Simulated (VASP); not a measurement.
Set up this calculation in VASP 6.6.1, as the native input.

* Task: single point
* Functional: r2SCAN
* Potentials or basis: VASP PAW PBE potentials, release 64 (Se, Pt)
* Cutoff: 520 eV
* k mesh: 10 × 10 × 1
* Occupations: gaussian, width 0.01 eV
* Spin: no spin polarisation
* Dipole correction: yes
* Further INCAR settings: ALGO = Normal; EDIFF = 1e-06; NBANDS = 31

PtSe2, a sheet with vacuum:

```
Se Pt
1.0
     3.72700    0.00000    0.00000
    -1.86350    3.22768    0.00000
     0.00000    0.00000   26.24802
Se Pt
4 2
Direct
  0.66667 0.33333 0.34288
  0.33333 0.66667 0.44302
  0.66667 0.33333 0.55698
  0.33333 0.66667 0.65712
  0.00000 0.00000 0.39333
  0.00000 0.00000 0.60667
```

These files were run (other wordings do the same):

POSCAR

```
PtSe2
1.0
    3.7270000000      0.0000000000      0.0000000000
   -1.8635000000      3.2276766799      0.0000000000
    0.0000000000      0.0000000000     26.2480188800
Se Pt
4 2
Direct
    0.6666670000      0.3333330000      0.3428830207
    0.3333330000      0.6666670000      0.4430211245
    0.6666670000      0.3333330000      0.5569788755
    0.3333330000      0.6666670000      0.6571169793
    1.0000000000      0.0000000000      0.3933252825
    0.0000000000      1.0000000000      0.6066747175
```

INCAR.step1

```
PREC     = Accurate       # precision mode
ENCUT    = 520            # plane-wave cutoff, eV
ISMEAR   = 0              # smearing method
SIGMA    = 0.01           # smearing width, eV
LREAL    = F              # projectors in reciprocal space
LASPH    = T              # aspherical terms in the spheres
NELM     = 60             # most SCF steps
LDIPOL   = T            
IDIPOL   = 3            
DIPOL    = 0.5 0.5 0.500
NBANDS   = 31             # bands
GGA      = PE             # functional
ALGO     = Normal         # electronic algorithm
EDIFF    = 1E-4           # SCF threshold, eV
LWAVE    = T              # write WAVECAR
LCHARG   = F              # write CHGCAR
```

INCAR.step2

```
PREC     = Accurate       # precision mode
ENCUT    = 520            # plane-wave cutoff, eV
EDIFF    = 1E-6           # SCF threshold, eV
ISMEAR   = 0              # smearing method
SIGMA    = 0.01           # smearing width, eV
LREAL    = F              # projectors in reciprocal space
LASPH    = T              # aspherical terms in the spheres
NELM     = 60             # most SCF steps
ALGO     = Normal         # electronic algorithm
ISIF     = 2              # what is computed and relaxed
LWAVE    = F              # write WAVECAR
LCHARG   = T              # write CHGCAR
LDIPOL   = T            
IDIPOL   = 3            
DIPOL    = 0.5 0.5 0.500
METAGGA  = R2SCAN         # meta-GGA
LMIXTAU  = T            
LELF     = T              # ELF
LVHAR    = T            
LVACPOTAV= T            
NBANDS   = 31             # bands
ISTART   = 1
```

KPOINTS

```
Automatic mesh
0
Gamma
  10 10 1
```

Potentials or basis: VASP PAW PBE potentials, release 64 (Se, Pt).

Run with:

```bash
$ cat potpaw_PBE.64/Se/POTCAR potpaw_PBE.64/Pt/POTCAR > POTCAR
$ cp INCAR.step1 INCAR
$ mpirun -np 1 vasp_std > vasp.out
$ cp INCAR.step2 INCAR
$ mpirun -np 1 vasp_std > vasp.out
```

It gave:

```json
{"Largest force": "0.127 eV/Å", "Band gap on the k mesh": "0.96 eV, indirect (least direct gap 1.26 eV)"}
```

Caveat: the PAW data sets were made with another functional, which shifts forces and pressure a little; spin-orbit coupling is left out, which moves the levels of the heavy elements.

It took 33 min on 1 thread of AMD EPYC 7R13, on a shared host, peak memory 0.46 GiB.
